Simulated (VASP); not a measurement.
# NbSnCl3 (Pm-3m) in VASP: single point with PBE

Aim: the single point of NbSnCl3 with PBE.

All numbers are computed with VASP 6.6.1; they aren't measurements. Logs are shortened: lines on timing, memory, paths and dates and some standing lists are left out, and cuts for length are marked.

### Step 1. The cell of the first run

The structure is cubic, space group Pm-3m (No. 221). Conventional cell: a = 5.232 Å, b = 5.232 Å, c = 5.232 Å, α = 90.00°, β = 90.00°, γ = 90.00°. Within 3.5 Å of Sn (site symmetry m-3m) lie 6 Cl at 2.62 Å. Within 4.9 Å of Nb (site symmetry m-3m) lie 12 Cl at 3.70 Å and 8 Sn at 4.53 Å. Within 3.5 Å of Cl (site symmetry 4/mmm) lie 2 Sn at 2.62 Å.

### Step 2. Single point, PBE

The input, POSCAR:

```
NbSnCl3
1.0
    5.2324900000      0.0000000000      0.0000000000
    0.0000000000      5.2324900000      0.0000000000
    0.0000000000      0.0000000000      5.2324900000
Sn Nb Cl
1 1 3
Direct
    0.5000000000      0.5000000000      0.5000000000
    0.0000000000      0.0000000000      0.0000000000
    0.5000000000      0.5000000000      0.0000000000
    0.0000000000      0.5000000000      0.5000000000
    0.5000000000      0.0000000000      0.5000000000
```

The input, INCAR.step1:

```
SYSTEM = NbSnCl3
PREC = Accurate
ENCUT = 400
EDIFF = 1E-6
ISMEAR = 0
SIGMA = 0.0642
LREAL = .False.
LASPH = .True.
NELM = 120
ALGO = Normal
ISIF = 2
LWAVE = .False.
LCHARG = .True.
LMAXMIX = 4
GGA = PE
NBANDS = 32
GGA_COMPAT = .False.
NEDOS = 2001
LORBIT = 11
```

The input, KPOINTS.step1:

```
Automatic mesh
0
Gamma
  7 7 7
  0 0 0
```

The input, INCAR.step2:

```
SYSTEM = NbSnCl3
PREC = Accurate
ENCUT = 400
EDIFF = 1E-6
ISMEAR = -5
SIGMA = 0.0642
LREAL = .False.
LASPH = .True.
NELM = 120
ALGO = Normal
ISIF = 2
LWAVE = .False.
LCHARG = .False.
LMAXMIX = 4
GGA = PE
LORBIT = 11
NBANDS = 32
NEDOS = 1001
ICHARG = 11
GGA_COMPAT = .False.
```

The input, KPOINTS.step2:

```
Automatic mesh
0
Gamma
  11 11 11
  0 0 0
```

Potentials or basis: VASP PAW PBE potentials, release 64 (Sn_d, Nb_sv, Cl).

Run with:

```console
> cat potpaw_PBE.64/Sn_d/POTCAR potpaw_PBE.64/Nb_sv/POTCAR potpaw_PBE.64/Cl/POTCAR > POTCAR
> cp INCAR.step1 INCAR
> cp KPOINTS.step1 KPOINTS
> mpirun -np 1 vasp_std > vasp.out
> cp INCAR.step2 INCAR
> cp KPOINTS.step2 KPOINTS
> mpirun -np 1 vasp_std > vasp.out
```

OUTCAR:

```text
SYSTEM = NbSnCl3
   PREC = Accurate
   ENCUT = 400
   EDIFF = 1E-6
   ISMEAR = -5
   LREAL = .False.
   LASPH = .True.
   NELM = 120
   ISIF = 2
   GGA = PE
   LORBIT = 11
   ICHARG = 11

 ion  position               nearest neighbor table
   1  0.500  0.500  0.500-   3 2.62   4 2.62   5 2.62   3 2.62   5 2.62   4 2.62
   2  0.000  0.000  0.000-
   3  0.500  0.500  0.000-   1 2.62   1 2.62
   4  0.000  0.500  0.500-   1 2.62   1 2.62
   5  0.500  0.000  0.500-   1 2.62   1 2.62

  LATTYP: Found a simple cubic cell.
 ALAT       =     5.2324900000

  Lattice vectors:

 A1 = (   5.2324900000,   0.0000000000,   0.0000000000)
 A2 = (   0.0000000000,   5.2324900000,   0.0000000000)
 A3 = (   0.0000000000,   0.0000000000,   5.2324900000)

Analysis of symmetry for initial positions (statically):
=====================================================================
 Subroutine PRICEL returns:
 Original cell was already a primitive cell.

 Routine SETGRP: Setting up the symmetry group for a
 simple cubic supercell.

 Subroutine GETGRP returns: Found 48 space group operations
 (whereof 48 operations were pure point group operations)
 out of a pool of 48 trial point group operations.

The static configuration has the point symmetry O_h .

Analysis of symmetry for dynamics (positions and initial velocities):
=====================================================================
 Subroutine PRICEL returns:
 Original cell was already a primitive cell.

 Routine SETGRP: Setting up the symmetry group for a
 simple cubic supercell.

 Subroutine GETGRP returns: Found 48 space group operations
 (whereof 48 operations were pure point group operations)
 out of a pool of 48 trial point group operations.

The dynamic configuration has the point symmetry O_h .

 Subroutine INISYM returns: Found 48 space group operations
 (whereof 48 operations are pure point group operations),
 and found     1 'primitive' translations

----------------------------------------------------------------------------------------

                                     Primitive cell

  volume of cell :     143.2601

  direct lattice vectors                    reciprocal lattice vectors
     5.232490000  0.000000000  0.000000000     0.191113600  0.000000000  0.000000000
     0.000000000  5.232490000  0.000000000     0.000000000  0.191113600  0.000000000
     0.000000000  0.000000000  5.232490000     0.000000000  0.000000000  0.191113600

  length of vectors
[... 102 lines left out ...]
   NUPDOWN=      -1.0000    fix difference up-down
   EMIN   =  10.00;   EMAX   =-10.00  energy-range for DOS
   EFERMI =   0.00;   METHOD = LEGACY
   ISMEAR =    -5;   SIGMA  =   0.06  broadening in eV -4-tet -1-fermi 0-gaus
   EFERMI_NEDOS =   21; number of points for ismear=-14 and -15
   IALGO  =     38    algorithm
   IMIX   =      4    mixing-type and parameters
     AMIX     =   0.40;   BMIX     =  1.00
     AMIX_MAG =   1.60;   BMIX_MAG =  1.00
  volume/ion in A,a.u.               =      28.65       193.35
  Fermi-wavevector in a.u.,A,eV,Ry     =   1.137052  2.148716 17.590786  1.292886
  Thomas-Fermi vector in A             =   2.273757
   LORBIT       =     11    0 simple, 1 ext, 2 COOP (PROOUT), +10 PAW based schemes
   GGA     = PE    functional components
   LHFCALC =     F    Hartree Fock is set to
   AEXX    =    0.0000 exact exchange contribution
   IVDW    =     0    specifies the selected vdW correction
   LEPSILON=     F    determine dielectric tensor
   LRPA    =     F    only Hartree local field effects (RPA)
 non-spin polarized calculation
 Fermi weights with tetrahedron method with Bloechl corrections
  energy-cutoff  :      400.00
  volume of cell :      143.26
 maximum number of plane-waves:      2622
 NGX is ok and might be reduce to    36

 number of electron      47.9999999 magnetization

 Free energy of the ion-electron system (eV)
  ---------------------------------------------------
  ext. energy  EPLUGINS =         0.00000000
  ---------------------------------------------------
  free energy    TOTEN  =       -15.98170151 eV

  energy without entropy =      -15.98170151  energy(sigma->0) =      -15.98170151

 E-fermi :   4.6857     XC(G=0):  -8.7412

 val. band max:        4.6969155930   @ k =   0.4545   0.2727   0.0909
 cond. band min:       4.6800885486   @ k =   0.2727   0.0909   0.0909
 fundamental gap:     -0.0168270443
 Fermi energy:         4.6857492509

 k-point     1 :       0.0000    0.0000    0.0000
  band No.  band energies     occupation
      1     -51.0775      2.00000
      2     -27.1722      2.00000
      3     -27.1722      2.00000
      4     -27.1722      2.00000
      5     -17.3345      2.00000
      6     -17.3345      2.00000
[... 829 lines left out ...]
     31       9.3614      0.00000
     32       9.5574      0.00000

 [... further k-points ...]

------------------------ aborting loop because EDIFF is reached ----------------------------------------

  FORCE on cell =-STRESS in cart. coord.  units (eV):
  Direction    XX          YY          ZZ          XY          YZ          ZX
  --------------------------------------------------------------------------------------
  -------------------------------------------------------------------------------------
  Total        2.0863673      2.0863673      2.0863673     -0.0000000     -0.0000000     -0.0000000
  in kB       23.3332980     23.3332980     23.3332980     -0.0000000     -0.0000000     -0.0000000
  external PRESSURE =      23.3332980 kB  Pullay stress =       0.0000000 kB

 VOLUME and BASIS-vectors are now :
 -----------------------------------------------------------------------------
  energy-cutoff  :      400.00
  volume of cell :      143.26
      direct lattice vectors                 reciprocal lattice vectors
     5.232490000  0.000000000  0.000000000     0.191113600  0.000000000  0.000000000
     0.000000000  5.232490000  0.000000000     0.000000000  0.191113600  0.000000000
     0.000000000  0.000000000  5.232490000     0.000000000  0.000000000  0.191113600

 POSITION                                       TOTAL-FORCE (eV/Angst)
 -----------------------------------------------------------------------------------
      2.61625      2.61625      2.61625         0.000000      0.000000      0.000000
      0.00000      0.00000      0.00000         0.000000      0.000000      0.000000
      2.61625      2.61625      0.00000         0.000000      0.000000      0.000000
      0.00000      2.61625      2.61625         0.000000      0.000000      0.000000
      2.61625      0.00000      2.61625         0.000000      0.000000      0.000000
 -----------------------------------------------------------------------------------
    total drift:                                0.000000      0.000000      0.000000

  FREE ENERGIE OF THE ION-ELECTRON SYSTEM (eV)
  ---------------------------------------------------
  free  energy   TOTEN  =       -15.9817015122 eV

  energy  without entropy=      -15.9817015122  energy(sigma->0) =      -15.98170151

 total charge

# of ion       s       p       d       tot
------------------------------------------
    1        1.439   0.683  10.058  12.180
    2        2.067   5.868   2.630  10.565
    3        1.619   3.480   0.000   5.099
    4        1.619   3.480   0.000   5.099
    5        1.619   3.480   0.000   5.099
--------------------------------------------------
tot          8.363  16.992  12.688  38.043
```

OUTCAR.step1:

```text
SYSTEM = NbSnCl3
   PREC = Accurate
   ENCUT = 400
   EDIFF = 1E-6
   ISMEAR = 0
   LREAL = .False.
   LASPH = .True.
   NELM = 120
   ISIF = 2
   GGA = PE
   LORBIT = 11
[... 928 lines left out ...]

  FREE ENERGIE OF THE ION-ELECTRON SYSTEM (eV)
  ---------------------------------------------------
  free  energy   TOTEN  =       -16.0081359315 eV

  energy  without entropy=      -15.9530870803  energy(sigma->0) =      -15.98061151

 total charge

# of ion       s       p       d       tot
------------------------------------------
    1        1.442   0.685  10.058  12.185
    2        2.063   5.868   2.641  10.573
    3        1.619   3.482   0.000   5.100
    4        1.619   3.482   0.000   5.100
    5        1.619   3.482   0.000   5.100
--------------------------------------------------
tot          8.361  16.997  12.699  38.058
```

OSZICAR.step1:

```text
N       E                     dE             d eps       ncg     rms          rms(c)
DAV:   1     0.449977797862E+03    0.44998E+03   -0.19469E+04  1296   0.134E+03
DAV:   2     0.486015023845E+02   -0.40138E+03   -0.38291E+03  1384   0.413E+02
DAV:   3    -0.132118548917E+02   -0.61813E+02   -0.59243E+02  1744   0.149E+02
DAV:   4    -0.172532298809E+02   -0.40414E+01   -0.38558E+01  2032   0.376E+01
DAV:   5    -0.174836680724E+02   -0.23044E+00   -0.22576E+00  1936   0.710E+00    0.178E+01
DAV:   6    -0.166572301042E+02    0.82644E+00   -0.14459E+01  1760   0.103E+01    0.608E+00
DAV:   7    -0.160718218695E+02    0.58541E+00   -0.40656E+00  1648   0.748E+00    0.479E+00
DAV:   8    -0.160079127207E+02    0.63909E-01   -0.19180E-01  1656   0.181E+00    0.190E+00
DAV:   9    -0.160079874234E+02   -0.74703E-04   -0.32167E-02  1848   0.138E+00    0.494E-01
DAV:  10    -0.160077855024E+02    0.20192E-03   -0.37644E-03  1584   0.322E-01    0.167E-01
DAV:  11    -0.160080387443E+02   -0.25324E-03   -0.51931E-04  1696   0.157E-01    0.834E-02
DAV:  12    -0.160081205003E+02   -0.81756E-04   -0.19832E-04  1600   0.972E-02    0.338E-02
DAV:  13    -0.160081259162E+02   -0.54160E-05   -0.14958E-05  1896   0.359E-02    0.264E-02
DAV:  14    -0.160081312892E+02   -0.53729E-05   -0.20127E-05  1576   0.206E-02    0.136E-02
DAV:  15    -0.160081331972E+02   -0.19080E-05   -0.15839E-05  1568   0.192E-02    0.692E-03
DAV:  16    -0.160081358189E+02   -0.26218E-05   -0.12703E-06  1248   0.910E-03    0.262E-03
DAV:  17    -0.160081359315E+02   -0.11258E-06   -0.47070E-07  1120   0.565E-03
   1 F= -.16008136E+02 E0= -.15980612E+02  d E =-.550489E-01
```

Wall time 4.5 min (1 thread of Intel Xeon 8259CL, shared host); peak memory 0.31 GiB.

Results:

* Valence electrons inside the program's atomic spheres: Sn 12.18; Nb 10.56; Cl 5.10

Caveat: spin-orbit coupling is left out, which moves the levels of the heavy elements.
